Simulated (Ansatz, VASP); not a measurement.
**AlN in VASP and in Ansatz**

```
Al N
1.0
    -3.11100    0.00000    0.00000
    -1.55550   -2.69421    0.00000
    -0.62220    0.00000    9.95600
Al N
4 4
Direct
  0.15258 0.33333 0.90375
  0.25258 0.33333 0.40375
  0.63592 0.66667 0.15375
  0.53592 0.66667 0.65375
  0.31408 0.33333 0.09625
  0.21408 0.33333 0.59625
  0.59742 0.66667 0.34625
  0.49742 0.66667 0.84625
```

Alike in both runs: task single point; functional PBE; k mesh 8 × 8 × 3; occupations gaussian, width 0.05 eV; no spin polarisation.

|  | VASP | Ansatz |
| --- | --- | --- |
| version | VASP 6.6.1 | Ansatz 0.2.0 |
| potentials or method | VASP PAW PBE potentials, release 64 (Al, N), cutoff 520 eV | scalar-relativistic, plane waves, PAW |
| valence electrons in the cell | 32 | 32 |

VASP gave:

```
gap on the k mesh at the Fermi level (eV)                     : 3.75
least direct gap on the mesh (eV)                             : 3.75
pressure (GPa)                                                : 3.3
traceless stress, the component that is largest in VASP (GPa) : 5.84
rms of the force components (eV/Å)                            : 0.379
```

Question: Which values does Ansatz return?

Answer: gap on the k mesh at the Fermi level (eV): 3.74; least direct gap on the mesh (eV): 3.74; pressure (GPa): 3.5; traceless stress, the component that is largest in VASP (GPa): 5.82; rms of the force components (eV/Å): 0.378.

Atom by atom the forces differ by 0.002 eV/Å (rms over components). With one functional, cell and mesh, what is left measures potentials, basis and numerics.
